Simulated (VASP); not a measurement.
Wanted: the native input for a VASP 6.6.1 run.

```yaml
Task: electric field gradients
Functional: LDA
Potentials_or_basis: VASP PAW LDA potentials, release 64 (Se)
Cutoff: 520 eV
k_mesh: 6 × 6 × 5
Occupations: fermi-dirac, width 0.03 eV
Spin: no spin polarisation
Dipole_correction: no
Further_INCAR_settings: ALGO = Normal; EDIFF = 1e-08; NBANDS = 16
```

The structure of Se lies in POSCAR:

```
Se
1.0
    4.3661999489      0.0000000000      0.0000000000
   -2.1830999745      3.7812400738      0.0000000000
    0.0000000000      0.0000000000      4.9040640000
Se
3
Direct
    0.2254000000      0.0000000000      0.3333333333
    0.0000000000      0.2254000000      0.6666666667
    0.7746000000      0.7746000000      0.0000000000
```

This cell differs from its parent crystal: zz strain of -1 %.

These files were run (other wordings do the same):

INCAR

```
ALGO = Normal
EDIFF = 1E-8
ENCUT = 520
GGA = CA
ISIF = 2
ISMEAR = -1
LASPH = T
LCHARG = F
LEFG = T
LREAL = F
LWAVE = F
NBANDS = 16
NELM = 60
PREC = Accurate
SIGMA = 0.03
```

KPOINTS

```
k-points
0
Gamma
  6 6 5
```

Potentials or basis: VASP PAW LDA potentials, release 64 (Se).

Command:

```bash
$ cat potpaw_LDA.64/Se/POTCAR > POTCAR
$ mpirun -np 1 vasp_std > vasp.out
```

It gave:

```
Pressure                                : -0.3 GPa
Largest force                           : 0.381 eV/Å
Band gap on the k mesh                  : 1.16 eV (least direct gap 1.51 eV)
Largest electric field gradient by atom : Se -493.1 V/Å²
```

Caveat: the cell differs from its parent crystal (zz strain of -1 %); without QUAD_EFG the Cq values of the log hold for a quadrupole moment of 1 mb, not for the nuclei; an odd mesh through Γ misses points on the zone boundary, where band edges can lie.

Wall time 36 s on 1 thread of Intel Xeon 8259CL (shared host), peak memory 0.17 GiB.
